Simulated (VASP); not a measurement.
# Pb (Fm-3m) in VASP: a series of runs, part 3 of 3

VASP 6.6.1. The steps go on from the part before.

### Step 6. Single point, BLYP

This run uses another cell than the first one, of 30.32 Å³/atom, 0.962 times its volume.

INCAR reads:

```
AGGAC = 1.0
AGGAX = 1.0
ALDAC = 0.0
ALDAX = 1.0
ALGO = Normal
EDIFF = 1E-6
ENCUT = 520
GGA = B5
ISIF = 2
ISMEAR = -1
LASPH = True
LCHARG = False
LREAL = False
LWAVE = False
NBANDS = 13
NELM = 100
PREC = Accurate
SIGMA = 0.05
```

KPOINTS reads:

```
k-points
0
Gamma
  9 9 9
```

POSCAR reads:

```
Pb
1.0
    0.0000000000      2.4750200000      2.4750200000
    2.4750200000      0.0000000000      2.4750200000
    2.4750200000      2.4750200000      0.0000000000
Pb
1
Direct
    0.0000000000      0.0000000000      0.0000000000
```

Potentials or basis: VASP PAW PBE potentials, release 64 (Pb_d).

On the command line:

```bash
$ cat potpaw_PBE.64/Pb_d/POTCAR > POTCAR
$ mpirun -np 1 vasp_std > vasp.out
```

OUTCAR:

```text
EDIFF = 1E-6
   ENCUT = 520
   GGA = B5
   ISIF = 2
   ISMEAR = -1
   LASPH = True
   LREAL = False
   NELM = 100
   PREC = Accurate

 ion  position               nearest neighbor table
   1  0.000  0.000  0.000-

  LATTYP: Found a face centered cubic cell.
 ALAT       =     4.9500400000

  Lattice vectors:

 A1 = (   0.0000000000,   2.4750200000,   2.4750200000)
 A2 = (   2.4750200000,   0.0000000000,   2.4750200000)
 A3 = (   2.4750200000,   2.4750200000,   0.0000000000)

Analysis of symmetry for initial positions (statically):
[... 5 lines left out ...]
 face centered cubic supercell.

 Subroutine GETGRP returns: Found 48 space group operations
 (whereof 48 operations were pure point group operations)
 out of a pool of 48 trial point group operations.

The static configuration has the point symmetry O_h .

Analysis of symmetry for dynamics (positions and initial velocities):
[... 5 lines left out ...]
 face centered cubic supercell.

 Subroutine GETGRP returns: Found 48 space group operations
 (whereof 48 operations were pure point group operations)
 out of a pool of 48 trial point group operations.

The dynamic configuration has the point symmetry O_h .

 Subroutine INISYM returns: Found 48 space group operations
 (whereof 48 operations are pure point group operations),
 and found     1 'primitive' translations

----------------------------------------------------------------------------------------

                                     Primitive cell

  volume of cell :      30.3226

  direct lattice vectors                    reciprocal lattice vectors
     0.000000000  2.475020000  2.475020000    -0.202018570  0.202018570  0.202018570
     2.475020000  0.000000000  2.475020000     0.202018570 -0.202018570  0.202018570
     2.475020000  2.475020000  0.000000000     0.202018570  0.202018570 -0.202018570

  length of vectors
     3.500206851  3.500206851  3.500206851     0.349906427  0.349906427  0.349906427

  position of ions in fractional coordinates (direct lattice)
     0.000000000  0.000000000  0.000000000

  ion indices of the primitive-cell ions
   primitive index   ion index
                 1           1

----------------------------------------------------------------------------------------

 KPOINTS: k-points

Automatic generation of k-mesh.
 Grid dimensions read from file:
 generate k-points for:    9    9    9

 Generating k-lattice:

  Cartesian coordinates                     Fractional coordinates (reciprocal lattice)
    -0.022446508  0.022446508  0.022446508     0.111111111  0.000000000  0.000000000
     0.022446508 -0.022446508  0.022446508     0.000000000  0.111111111  0.000000000
     0.022446508  0.022446508 -0.022446508     0.000000000  0.000000000  0.111111111

  Length of vectors
     0.038878492  0.038878492  0.038878492

  Shift w.r.t. Gamma in fractional coordinates (k-lattice)
     0.000000000  0.000000000  0.000000000

 Subroutine IBZKPT returns following result:
 ===========================================

 Found     35 irreducible k-points:

 Following reciprocal coordinates:
            Coordinates               Weight
  0.000000  0.000000  0.000000      1.000000
  0.111111  0.000000  0.000000      8.000000
  0.222222  0.000000  0.000000      8.000000
  0.333333  0.000000  0.000000      8.000000
  0.444444  0.000000  0.000000      8.000000
  0.111111  0.111111  0.000000      6.000000
[... 16 lines left out ...]
 -0.333333  0.333333  0.000000     12.000000
  0.444444  0.444444  0.000000      6.000000
 [... further k-points ...]
   k-points           NKPTS =     35   k-points in BZ     NKDIM =     35   number of bands    NBANDS=     13
   number of dos      NEDOS =    301   number of ions     NIONS =      1
   total plane-waves  NPLWV =  21952
   dimension x,y,z NGX =    28 NGY =   28 NGZ =   28
   dimension x,y,z NGXF=    56 NGYF=   56 NGZF=   56
   ions per type =               1
   NGX,Y,Z   is equivalent  to a cutoff of  13.30, 13.30, 13.30 a.u.
   NGXF,Y,Z  is equivalent  to a cutoff of  26.60, 26.60, 26.60 a.u.
 SYSTEM =  unknown system
   PREC   = accura    normal or accurate (medium, high low for compatibility)
   ISTART =      0    job   : 0-new  1-cont  2-samecut
   ICHARG =      2    charge: 1-file 2-atom 10-const
   ISPIN  =      1    spin polarized calculation?
   LNONCOLLINEAR =      F non collinear calculations
   LSORBIT =      F    spin-orbit coupling
   LASPH  =      T    aspherical Exc in radial PAW
   ENCUT  =  520.0 eV  38.22 Ry    6.18 a.u.   6.51  6.51  6.51*2*pi/ulx,y,z
   NELM   =    100;   NELMIN=  2; NELMDL= -5     # of ELM steps
   EDIFF  = 0.1E-05   stopping-criterion for ELM
   LREAL  =      F    real-space projection
   EDIFFG = 0.1E-04   stopping-criterion for IOM
   NSW    =      0    number of steps for IOM
   IBRION =     -1    ionic relax: 0-MD 1-quasi-New 2-CG
   NFREE  =      0    steps in history (QN), initial steepest desc. (CG)
   ISIF   =      2    stress and relaxation
   ISYM   =      2    0-nonsym 1-usesym 2-fastsym
   POTIM  = 0.5000    time-step for ionic-motion
   TEBEG  =    0.0;   TEEND  =   0.0 temperature during run
   PSTRESS=    0.0 pullay stress
   NELECT =      14.0000    total number of electrons
   NUPDOWN=      -1.0000    fix difference up-down
   EMIN   =  10.00;   EMAX   =-10.00  energy-range for DOS
   EFERMI =   0.00;   METHOD = LEGACY
   ISMEAR =    -1;   SIGMA  =   0.05  broadening in eV -4-tet -1-fermi 0-gaus
   EFERMI_NEDOS =   21; number of points for ismear=-14 and -15
   IALGO  =     38    algorithm
   IMIX   =      4    mixing-type and parameters
     AMIX     =   0.40;   BMIX     =  1.00
     AMIX_MAG =   1.60;   BMIX_MAG =  1.00
  volume/ion in A,a.u.               =      30.32       204.63
  Fermi-wavevector in a.u.,A,eV,Ry     =   1.265306  2.391081 21.782907  1.600999
  Thomas-Fermi vector in A             =   2.398566
   LORBIT       =      0    0 simple, 1 ext, 2 COOP (PROOUT), +10 PAW based schemes
   GGA     = B5    functional components
   LHFCALC =     F    Hartree Fock is set to
   AEXX    =    0.0000 exact exchange contribution
   IVDW    =     0    specifies the selected vdW correction
   LEPSILON=     F    determine dielectric tensor
   LRPA    =     F    only Hartree local field effects (RPA)
 non-spin polarized calculation
  energy-cutoff  :      520.00
  volume of cell :       30.32
 maximum number of plane-waves:       869
 NGX is ok and might be reduce to    28
   NGX = 13   NGY = 13   NGZ = 13

 number of electron      13.9999999 magnetization

 Free energy of the ion-electron system (eV)
  ---------------------------------------------------
  ext. energy  EPLUGINS =         0.00000000
  ---------------------------------------------------
  free energy    TOTEN  =        -2.81402040 eV

  energy without entropy =       -2.81066642  energy(sigma->0) =       -2.81234341

 E-fermi :   7.6588     XC(G=0):  -9.5945

 val. band max:        7.4367316216   @ k =  -0.3333   0.3333   0.1111
 cond. band min:       7.6731299568   @ k =  -0.2222   0.3333   0.1111
 fundamental gap:      0.2363983352
 Fermi energy:         7.6587655277

 k-point     1 :       0.0000    0.0000    0.0000
  band No.  band energies     occupation
      1      -9.3041      2.00000
      2      -9.3041      2.00000
      3      -9.3041      2.00000
      4      -9.1616      2.00000
      5      -9.1616      2.00000
      6      -4.0104      2.00000
      7      15.0153      0.00000
      8      15.0153      0.00000
      9      15.0153      0.00000
     10      17.8278      0.00000
     11      19.5914      0.00000
     12      20.3913      0.00000
     13      20.3913      0.00000

 k-point     2 :       0.1111    0.0000    0.0000
  band No.  band energies     occupation
      1      -9.3044      2.00000
      2      -9.2874      2.00000
      3      -9.2874      2.00000
      4      -9.1616      2.00000
      5      -9.1616      2.00000
      6      -3.7745      2.00000
      7      12.7743      0.00000
      8      14.7436      0.00000
      9      14.7436      0.00000
     10      17.4240      0.00000
     11      20.4581      0.00000
[... 339 lines left out ...]
 k-point    24 :       0.4444    0.4444    0.0000
  band No.  band energies     occupation
      1      -9.4623      2.00000
      2      -9.3681      2.00000
      3      -9.0395      2.00000
      4      -9.0006      2.00000
      5      -9.0006      2.00000
      6       0.5013      2.00000
      7       5.0861      2.00000
      8       9.8637      0.00000
      9       9.8637      0.00000
     10      13.6350      0.00000
     11      14.7498      0.00000
     12      25.9881      0.00000
     13      27.7772      0.00000

 [... further k-points ...]
[... 5 lines left out ...]
  --------------------------------------------------------------------------------------
  -------------------------------------------------------------------------------------
  Total        1.1348958      1.1348958      1.1348958     -0.0000000     -0.0000000     -0.0000000
  in kB       59.9653566     59.9653566     59.9653566     -0.0000000     -0.0000000     -0.0000000
  external PRESSURE =      59.9653566 kB  Pullay stress =       0.0000000 kB

 VOLUME and BASIS-vectors are now :
 -----------------------------------------------------------------------------
  energy-cutoff  :      520.00
  volume of cell :       30.32
      direct lattice vectors                 reciprocal lattice vectors
     0.000000000  2.475020000  2.475020000    -0.202018570  0.202018570  0.202018570
     2.475020000  0.000000000  2.475020000     0.202018570 -0.202018570  0.202018570
     2.475020000  2.475020000  0.000000000     0.202018570  0.202018570 -0.202018570

 POSITION                                       TOTAL-FORCE (eV/Angst)
 -----------------------------------------------------------------------------------
      0.00000      0.00000      0.00000         0.000000     -0.000000      0.000000
 -----------------------------------------------------------------------------------
    total drift:                               -0.000000     -0.000000     -0.000000

  FREE ENERGIE OF THE ION-ELECTRON SYSTEM (eV)
  ---------------------------------------------------
  free  energy   TOTEN  =        -2.8140203996 eV

  energy  without entropy=       -2.8106664175  energy(sigma->0) =       -2.81234341
```

OSZICAR:

```text
N       E                     dE             d eps       ncg     rms          rms(c)
DAV:   1     0.109866283197E+03    0.10987E+03   -0.70713E+03   930   0.126E+03
DAV:   2     0.217261818337E+01   -0.10769E+03   -0.10412E+03   950   0.314E+02
DAV:   3    -0.272134472199E+01   -0.48940E+01   -0.48732E+01  1153   0.720E+01
DAV:   4    -0.283693174153E+01   -0.11559E+00   -0.11556E+00  1147   0.120E+01
DAV:   5    -0.284212973170E+01   -0.51980E-02   -0.51977E-02  1261   0.233E+00    0.872E-01
DAV:   6    -0.281819482768E+01    0.23935E-01   -0.36691E-02  1180   0.362E+00    0.346E-01
DAV:   7    -0.281415162983E+01    0.40432E-02   -0.12710E-02  1190   0.197E+00    0.706E-02
DAV:   8    -0.281403707359E+01    0.11456E-03   -0.61688E-04  1143   0.376E-01    0.145E-02
DAV:   9    -0.281402446511E+01    0.12608E-04   -0.28428E-05  1206   0.895E-02    0.711E-03
DAV:  10    -0.281402037226E+01    0.40928E-05   -0.29673E-06  1060   0.202E-02    0.497E-04
DAV:  11    -0.281402039957E+01   -0.27315E-07   -0.70787E-08   715   0.267E-03
   1 F= -.28140204E+01 E0= -.28123434E+01  d E =-.335398E-02
```

Run time: 19 s. Hardware: 1 thread of Intel Xeon Platinum 8259CL at 2.50GHz (Skylake/Cascade Lake), shared host; peak memory 0.16 GiB.

Results:

* Free energy: -2.8140 eV
* Pressure: 6.0 GPa
* Band gap on the k mesh: zero (band 7 reaches 15.02 eV, above the bottom of band 8 at 6.27 eV)

Levels at points of the mesh, in eV from the Fermi level:
| k point | band 5 | band 6 | band 7 | band 8 | band 9 | band 10 |
| --- | --- | --- | --- | --- | --- | --- |
| (0.00, 0.00, 0.00) | -16.82 | -11.67 | 7.36 | 7.36 | 7.36 | 10.17 |

Caveat: the PAW data sets were made with another functional, which shifts forces and pressure a little; spin-orbit coupling is left out, which moves the levels of the heavy elements.

### Step 7. The runs side by side

```tsv
level	cell	gap on the mesh (eV)	pressure (GPa)
RPBE+D3(BJ)	a = 3.546 Å, angles 60.0°, 1 atom	none	-17.3
revPBE+D4	a = 3.500 Å, angles 60.0°, 1 atom	none	0.3
revPBE+D4	a = 3.523 Å, angles 60.0°, 1 atom	none	-0.6
revPBE+D4	a = 3.546 Å, angles 60.0°, 1 atom	none	-1.4
BLYP	a = 3.500 Å, angles 60.0°, 1 atom	none	6.0
```

Alike in all rows: task single point; potentials or basis VASP PAW PBE potentials, release 64 (Pb_d); no spin polarisation; k mesh 9 × 9 × 9; cutoff (eV) 520; smearing fermi-dirac 0.05 eV.

Caveats: the PAW data sets were made with another functional, which shifts forces and pressure a little; spin-orbit coupling is left out, which moves the levels of the heavy elements; pairwise dispersion overbinds metals, which lowers pressure and volume (some runs).

Absolute energies hang on the potentials; compare differences alone.
